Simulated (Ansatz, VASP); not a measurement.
## One calculation of ZnO, two programs

```
Zn O
1.0
     3.14912    0.00000    0.00000
    -1.57456    2.72722    0.00000
     0.00000    0.00000    5.48986
Zn O
2 2
Direct
  0.33333 0.66667 0.00158
  0.66667 0.33333 0.50158
  0.33333 0.66667 0.42578
  0.66667 0.33333 0.92578
```

Alike in both runs: task single point; functional PBEsol; k mesh 9 × 9 × 6; occupations gaussian, width 0.05 eV; no spin polarisation.

|  | VASP | Ansatz |
| --- | --- | --- |
| version | VASP 6.6.1 | Ansatz 0.2.0 |
| potentials or method | VASP PAW PBE potentials, release 64 (Zn, O_h), cutoff 1340 eV | scalar-relativistic, plane waves, PAW |
| valence electrons in the cell | 36 | 36 |

|  | VASP | Ansatz | Ansatz less VASP |
| --- | --- | --- | --- |
| gap on the k mesh at the Fermi level (eV) | 0.70 | 0.70 | -0.002 |
| least direct gap on the mesh (eV) | 0.70 | 0.70 | -0.002 |
| pressure (GPa) | 9.9 | 9.0 | -0.89 |
| traceless stress, the component that is largest in VASP (GPa) | -17.14 | -16.39 | +0.748 |
| rms of the force components (eV/Å) | 0.485 | 0.463 | -0.0220 |

VASP's potentials were made for PBE, not for PBEsol, and Ansatz warns of the same on its side. Atom by atom the forces differ by 0.022 eV/Å (rms over components).
